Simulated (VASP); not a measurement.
# Ba (I4/mcm) in VASP: single point with PBE

Aim: the single point of Ba with PBE.

Program: VASP 6.6.1. These are calculated values, not measurements. Logs are shortened: lines on timing, memory, paths and dates and some standing lists are left out, and cuts for length are marked.

### 1 The cell of the first run

The structure is tetragonal, space group I4/mcm (No. 140). Conventional cell: a = 9.107 Å, b = 9.107 Å, c = 7.719 Å, α = 90.00°, β = 90.00°, γ = 90.00°. Ba (site symmetry m2m) has 11 Ba at 4.37 to 4.94 Å within 5.7 Å.

### 2 Single point, PBE (Sr replaced by Ba, lengths x 1.062, strained)

Input file INCAR:

```
SYSTEM = Ba
ALGO = Normal ; EDIFF = 1E-6
ENCUT = 520 ; GGA = PE
ISIF = 2 ; ISMEAR = 0
LASPH = .TRUE. ; LCHARG = .FALSE.
LREAL = .FALSE. ; LWAVE = .FALSE.
NBANDS = 28 ; NELM = 60
PREC = Accurate ; SIGMA = 0.1
```

Input file KPOINTS:

```
k-points
0
G
  4 4 4
  0 0 0
```

Input file POSCAR:

```
Ba
1.0
   -4.5534227455      4.5534227455      3.8595283800
    4.5534227455     -4.5534227455      3.8595283800
    4.5534227455      4.5534227455     -3.8595283800
Ba
4
Direct
    0.1696506811      0.6696506811      0.8393013522
    0.8303493189      0.3303493189      0.1606986478
    0.6696506811      0.8303493189      0.5000000000
    0.3303493189      0.1696506811      0.5000000000
```

Potentials or basis: VASP PAW PBE potentials, release 64 (Ba_sv).

On the command line:

```console
cat potpaw_PBE.64/Ba_sv/POTCAR > POTCAR
mpirun -np 1 vasp_std > vasp.out
```

OUTCAR:

```text
SYSTEM = Ba
   EDIFF = 1E-6
   ENCUT = 520
   GGA = PE
   ISIF = 2
   ISMEAR = 0
   LASPH = .TRUE.
   LREAL = .FALSE.
   NELM = 60
   PREC = Accurate

 ion  position               nearest neighbor table
   1  0.170  0.670  0.839-   2 4.37   2 4.38   2 4.38
   2  0.830  0.330  0.161-   1 4.37   1 4.38   1 4.38
   3  0.670  0.830  0.500-   4 4.37   4 4.38   4 4.38
   4  0.330  0.170  0.500-   3 4.37   3 4.38   3 4.38

  LATTYP: Found a body centered tetragonal cell.
 ALAT       =     9.1068454910
 C/A-ratio  =     0.8476103792

  Lattice vectors:

 A1 = (  -4.5534227455,   4.5534227455,   3.8595283800)
 A2 = (   4.5534227455,  -4.5534227455,   3.8595283800)
 A3 = (   4.5534227455,   4.5534227455,  -3.8595283800)

Analysis of symmetry for initial positions (statically):
=====================================================================
 Subroutine PRICEL returns:
 Original cell was already a primitive cell.

 Routine SETGRP: Setting up the symmetry group for a
 body centered tetragonal supercell.

 Subroutine GETGRP returns: Found 16 space group operations
 (whereof  8 operations were pure point group operations)
 out of a pool of 16 trial point group operations.

The static configuration has the point symmetry C_4h.
 The point group associated with its full space group is D_4h.

Analysis of symmetry for dynamics (positions and initial velocities):
=====================================================================
 Subroutine PRICEL returns:
 Original cell was already a primitive cell.

 Routine SETGRP: Setting up the symmetry group for a
 body centered tetragonal supercell.

 Subroutine GETGRP returns: Found 16 space group operations
 (whereof  8 operations were pure point group operations)
 out of a pool of 16 trial point group operations.

The dynamic configuration has the point symmetry C_4h.
 The point group associated with its full space group is D_4h.

 Subroutine INISYM returns: Found 16 space group operations
 (whereof  8 operations are pure point group operations),
 and found     1 'primitive' translations

----------------------------------------------------------------------------------------

                                     Primitive cell

  volume of cell :     320.0886

  direct lattice vectors                    reciprocal lattice vectors
    -4.553422745  4.553422745  3.859528380     0.000000000  0.109807507  0.129549507
     4.553422745 -4.553422745  3.859528380     0.109807507  0.000000000  0.129549507
     4.553422745  4.553422745 -3.859528380     0.109807507  0.109807507  0.000000000

  length of vectors
     7.507547983  7.507547983  7.507547983     0.169825685  0.169825685  0.155291266

  position of ions in fractional coordinates (direct lattice)
     0.169650681  0.669650681  0.839301352
     0.830349319  0.330349319  0.160698648
     0.669650681  0.830349319  0.500000000
     0.330349319  0.169650681  0.500000000

  ion indices of the primitive-cell ions
   primitive index   ion index
                 1           1
                 2           2
                 3           3
                 4           4

----------------------------------------------------------------------------------------

 KPOINTS: k-points

Automatic generation of k-mesh.
 Grid dimensions read from file:
 generate k-points for:    4    4    4

 Generating k-lattice:

  Cartesian coordinates                     Fractional coordinates (reciprocal lattice)
     0.000000000  0.027451877  0.032387377     0.250000000  0.000000000  0.000000000
     0.027451877  0.000000000  0.032387377     0.000000000  0.250000000  0.000000000
     0.027451877  0.027451877  0.000000000     0.000000000  0.000000000  0.250000000

  Length of vectors
     0.042456421  0.042456421  0.038822816

  Shift w.r.t. Gamma in fractional coordinates (k-lattice)
     0.000000000  0.000000000  0.000000000

 Subroutine IBZKPT returns following result:
 ===========================================

 Found     13 irreducible k-points:

 Following reciprocal coordinates:
            Coordinates               Weight
  0.000000  0.000000  0.000000      1.000000
  0.250000  0.000000  0.000000      8.000000
  0.500000  0.000000  0.000000      4.000000
  0.250000  0.250000  0.000000      8.000000
  0.500000  0.250000  0.000000     16.000000
 -0.250000  0.250000  0.000000      4.000000
  0.500000  0.500000  0.000000      2.000000
  0.250000  0.250000  0.250000      2.000000
 -0.250000  0.250000  0.250000      4.000000
  0.500000  0.500000  0.250000      4.000000
 -0.250000  0.500000  0.250000      8.000000
 -0.250000 -0.250000  0.250000      2.000000
  0.500000  0.500000  0.500000      1.000000
   k-points           NKPTS =     13   k-points in BZ     NKDIM =     13   number of bands    NBANDS=     28
   number of dos      NEDOS =    301   number of ions     NIONS =      4
   total plane-waves  NPLWV = 175616
   dimension x,y,z NGX =    56 NGY =   56 NGZ =   56
   dimension x,y,z NGXF=   112 NGYF=  112 NGZF=  112
   ions per type =               4
   NGX,Y,Z   is equivalent  to a cutoff of  12.40, 12.40, 12.40 a.u.
   NGXF,Y,Z  is equivalent  to a cutoff of  24.80, 24.80, 24.80 a.u.
 SYSTEM =  Ba
   PREC   = accura    normal or accurate (medium, high low for compatibility)
   ISTART =      0    job   : 0-new  1-cont  2-samecut
   ICHARG =      2    charge: 1-file 2-atom 10-const
   ISPIN  =      1    spin polarized calculation?
   LNONCOLLINEAR =      F non collinear calculations
   LSORBIT =      F    spin-orbit coupling
   LASPH  =      T    aspherical Exc in radial PAW
   ENCUT  =  520.0 eV  38.22 Ry    6.18 a.u.  13.96 13.96 13.96*2*pi/ulx,y,z
   NELM   =     60;   NELMIN=  2; NELMDL= -5     # of ELM steps
   EDIFF  = 0.1E-05   stopping-criterion for ELM
   LREAL  =      F    real-space projection
   EDIFFG = 0.1E-04   stopping-criterion for IOM
   NSW    =      0    number of steps for IOM
   IBRION =     -1    ionic relax: 0-MD 1-quasi-New 2-CG
   NFREE  =      0    steps in history (QN), initial steepest desc. (CG)
   ISIF   =      2    stress and relaxation
   ISYM   =      2    0-nonsym 1-usesym 2-fastsym
   POTIM  = 0.5000    time-step for ionic-motion
   TEBEG  =    0.0;   TEEND  =   0.0 temperature during run
   PSTRESS=    0.0 pullay stress
   NELECT =      40.0000    total number of electrons
   NUPDOWN=      -1.0000    fix difference up-down
   EMIN   =  10.00;   EMAX   =-10.00  energy-range for DOS
   EFERMI =   0.00;   METHOD = LEGACY
   ISMEAR =     0;   SIGMA  =   0.10  broadening in eV -4-tet -1-fermi 0-gaus
   EFERMI_NEDOS =   21; number of points for ismear=-14 and -15
   IALGO  =     38    algorithm
   IMIX   =      4    mixing-type and parameters
     AMIX     =   0.40;   BMIX     =  1.00
     AMIX_MAG =   1.60;   BMIX_MAG =  1.00
  volume/ion in A,a.u.               =      80.02       540.02
  Fermi-wavevector in a.u.,A,eV,Ry     =   0.818474  1.546691  9.114534  0.669899
  Thomas-Fermi vector in A             =   1.929107
   LORBIT       =      0    0 simple, 1 ext, 2 COOP (PROOUT), +10 PAW based schemes
   GGA     = PE    functional components
   LHFCALC =     F    Hartree Fock is set to
   AEXX    =    0.0000 exact exchange contribution
   IVDW    =     0    specifies the selected vdW correction
   LEPSILON=     F    determine dielectric tensor
   LRPA    =     F    only Hartree local field effects (RPA)
 non-spin polarized calculation
 Gauss-broadening in eV      SIGMA  =   0.10
  energy-cutoff  :      520.00
  volume of cell :      320.09
 maximum number of plane-waves:      8670
   NGX = 27   NGY = 27   NGZ = 27

 number of electron      39.9999994 magnetization

 Free energy of the ion-electron system (eV)
  ---------------------------------------------------
  ext. energy  EPLUGINS =         0.00000000
  ---------------------------------------------------
  free energy    TOTEN  =        -6.89147077 eV

  energy without entropy =       -6.85739468  energy(sigma->0) =       -6.87443273

 E-fermi :   0.9118     XC(G=0):  -6.6490

 val. band max:        0.7895360217   @ k =   0.2500   0.0000   0.0000
 cond. band min:       0.9118131776   @ k =  -0.2500   0.2500   0.0000
 fundamental gap:      0.1222771559
 Fermi energy:         0.9117601521

 k-point     1 :       0.0000    0.0000    0.0000
  band No.  band energies     occupation
      1     -28.3989      2.00000
      2     -28.3822      2.00000
      3     -28.3655      2.00000
      4     -28.3655      2.00000
      5     -13.6467      2.00000
      6     -13.6196      2.00000
[... 20 lines left out ...]
     27       2.0142      0.00000
     28       2.3518      0.00000

 k-point     2 :       0.2500    0.0000    0.0000
  band No.  band energies     occupation
      1     -28.3938      2.00000
      2     -28.3810      2.00000
      3     -28.3692      2.00000
      4     -28.3682      2.00000
      5     -13.6615      2.00000
      6     -13.6432      2.00000
[... 20 lines left out ...]
     27       2.1750      0.00000
     28       2.2817      0.00000

 k-point     3 :       0.5000    0.0000    0.0000
  band No.  band energies     occupation
      1     -28.3830      2.00000
      2     -28.3830      2.00000
      3     -28.3732      2.00000
      4     -28.3732      2.00000
      5     -13.6664      2.00000
      6     -13.6664      2.00000
[... 20 lines left out ...]
     27       2.0930      0.00000
     28       2.1386      0.00000

 k-point     4 :       0.2500    0.2500    0.0000
  band No.  band energies     occupation
      1     -28.3852      2.00000
      2     -28.3802      2.00000
      3     -28.3739      2.00000
      4     -28.3731      2.00000
      5     -13.6799      2.00000
      6     -13.6297      2.00000
[... 20 lines left out ...]
     27       2.1107      0.00000
     28       2.1823      0.00000

 k-point     5 :       0.5000    0.2500    0.0000
  band No.  band energies     occupation
      1     -28.3889      2.00000
      2     -28.3808      2.00000
      3     -28.3742      2.00000
      4     -28.3685      2.00000
      5     -13.6623      2.00000
      6     -13.6310      2.00000
[... 20 lines left out ...]
     27       2.0861      0.00000
     28       2.2493      0.00000

 k-point     6 :      -0.2500    0.2500    0.0000
  band No.  band energies     occupation
      1     -28.3955      2.00000
      2     -28.3825      2.00000
      3     -28.3687      2.00000
      4     -28.3656      2.00000
      5     -13.6335      2.00000
      6     -13.6298      2.00000
[... 20 lines left out ...]
     27       2.0752      0.00000
     28       2.5171      0.00000

 k-point     7 :       0.5000    0.5000    0.0000
  band No.  band energies     occupation
      1     -28.3912      2.00000
      2     -28.3823      2.00000
      3     -28.3733      2.00000
      4     -28.3656      2.00000
      5     -13.6454      2.00000
      6     -13.6200      2.00000
[... 20 lines left out ...]
     27       2.1585      0.00000
     28       2.4367      0.00000

 k-point     8 :       0.2500    0.2500    0.2500
  band No.  band energies     occupation
      1     -28.3823      2.00000
      2     -28.3823      2.00000
      3     -28.3739      2.00000
      4     -28.3739      2.00000
      5     -13.6397      2.00000
      6     -13.6397      2.00000
[... 20 lines left out ...]
     27       2.0759      0.00000
     28       2.0760      0.00000

 k-point     9 :      -0.2500    0.2500    0.2500
  band No.  band energies     occupation
      1     -28.3920      2.00000
      2     -28.3828      2.00000
      3     -28.3702      2.00000
      4     -28.3673      2.00000
      5     -13.6618      2.00000
      6     -13.6398      2.00000
[... 20 lines left out ...]
     27       2.1946      0.00000
     28       2.5121      0.00000

 k-point    10 :       0.5000    0.5000    0.2500
  band No.  band energies     occupation
      1     -28.3877      2.00000
      2     -28.3822      2.00000
      3     -28.3743      2.00000
      4     -28.3682      2.00000
      5     -13.6772      2.00000
      6     -13.6414      2.00000
[... 20 lines left out ...]
     27       2.2016      0.00000
     28       2.3328      0.00000

 k-point    11 :      -0.2500    0.5000    0.2500
  band No.  band energies     occupation
      1     -28.3834      2.00000
      2     -28.3812      2.00000
      3     -28.3763      2.00000
      4     -28.3714      2.00000
      5     -13.6792      2.00000
      6     -13.6490      2.00000
[... 20 lines left out ...]
     27       2.1595      0.00000
     28       2.1949      0.00000

 k-point    12 :      -0.2500   -0.2500    0.2500
  band No.  band energies     occupation
      1     -28.3874      2.00000
      2     -28.3771      2.00000
      3     -28.3739      2.00000
      4     -28.3739      2.00000
      5     -13.6971      2.00000
      6     -13.6084      2.00000
[... 20 lines left out ...]
     27       2.2694      0.00000
     28       2.3578      0.00000

 k-point    13 :       0.5000    0.5000    0.5000
  band No.  band energies     occupation
      1     -28.3822      2.00000
      2     -28.3822      2.00000
      3     -28.3759      2.00000
      4     -28.3720      2.00000
      5     -13.6946      2.00000
      6     -13.6469      2.00000
[... 20 lines left out ...]
     27       2.0407      0.00000
     28       2.1937      0.00000

------------------------ aborting loop because EDIFF is reached ----------------------------------------

  FORCE on cell =-STRESS in cart. coord.  units (eV):
  Direction    XX          YY          ZZ          XY          YZ          ZX
  --------------------------------------------------------------------------------------
  -------------------------------------------------------------------------------------
  Total       -2.0740884     -2.0740884     -1.0870186      0.0000000     -0.0000000      0.0000000
  in kB      -10.3816808    -10.3816808     -5.4409830      0.0000000     -0.0000000      0.0000000
  external PRESSURE =      -8.7347816 kB  Pullay stress =       0.0000000 kB

 VOLUME and BASIS-vectors are now :
 -----------------------------------------------------------------------------
  energy-cutoff  :      520.00
  volume of cell :      320.09
      direct lattice vectors                 reciprocal lattice vectors
    -4.553422745  4.553422745  3.859528380     0.000000000  0.109807507  0.129549507
     4.553422745 -4.553422745  3.859528380     0.109807507  0.000000000  0.129549507
     4.553422745  4.553422745 -3.859528380     0.109807507  0.109807507  0.000000000

 POSITION                                       TOTAL-FORCE (eV/Angst)
 -----------------------------------------------------------------------------------
      6.09841      1.54498      0.00000        -0.040615     -0.040615     -0.000000
     -1.54498      3.00844      3.85953         0.040615      0.040615      0.000000
      3.00844      1.54498      3.85953         0.040615     -0.040615      0.000000
      1.54498      3.00844     -0.00000        -0.040615      0.040615     -0.000000
 -----------------------------------------------------------------------------------
    total drift:                               -0.000014      0.000006      0.000024

  FREE ENERGIE OF THE ION-ELECTRON SYSTEM (eV)
  ---------------------------------------------------
  free  energy   TOTEN  =        -6.8914707727 eV

  energy  without entropy=       -6.8573946806  energy(sigma->0) =       -6.87443273
```

It took 71 s on 1 thread of Intel Xeon Platinum 8488C (Sapphire Rapids), shared host; peak memory 0.43 GiB.

Results:

| Quantity | Value |
| --- | --- |
| Free energy | -6.8915 eV |
| Pressure | -0.9 GPa |
| Largest force | 0.057 eV/Å |
| Band gap on the k mesh | zero (bands 20 and 21 overlap by 0.03 eV) |

Forces on the atoms (eV/Å):
```
Ba  -0.041 -0.041  0.000
Ba   0.041  0.041  0.000
Ba   0.041 -0.041  0.000
Ba  -0.041  0.041  0.000
```

Caveat: the cell differs from its parent crystal (Sr replaced by Ba, lengths x 1.062, strained); spin-orbit coupling is left out, which moves the levels of the heavy elements.

The gap in the log of VASP goes by the Fermi energy; the results here count the filled bands.